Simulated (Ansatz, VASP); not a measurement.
**AlP in VASP and in Ansatz**

```
Al P
1.0
     0.00000    2.65708    2.65708
     2.65708    0.00000    2.65708
     2.65708    2.65708    0.00000
Al P
1 1
Direct
  0.00000 0.00000 0.00000
  0.25000 0.25000 0.25000
```

Change from the starting cell: hydrostatic strain -3.0%.

Alike in both runs: task single point; functional PBE; k mesh 8 × 8 × 8; occupations fermi-dirac, width 0.02 eV; no spin polarisation.

|  | VASP | Ansatz |
| --- | --- | --- |
| version | VASP 6.6.1 | Ansatz 0.2.0 |
| potentials or method | VASP PAW PBE potentials, release 64 (Al, P) | plane waves, PAW |
| plane-wave cutoff (eV) | 500 | 420 |
| valence electrons in the cell | 8 | 8 |

|  | VASP | Ansatz | Ansatz less VASP |
| --- | --- | --- | --- |
| gap on the k mesh at the Fermi level (eV) | 1.41 | 1.41 | +0.003 |
| pressure (GPa) | 10.9 | 11.1 | +0.13 |
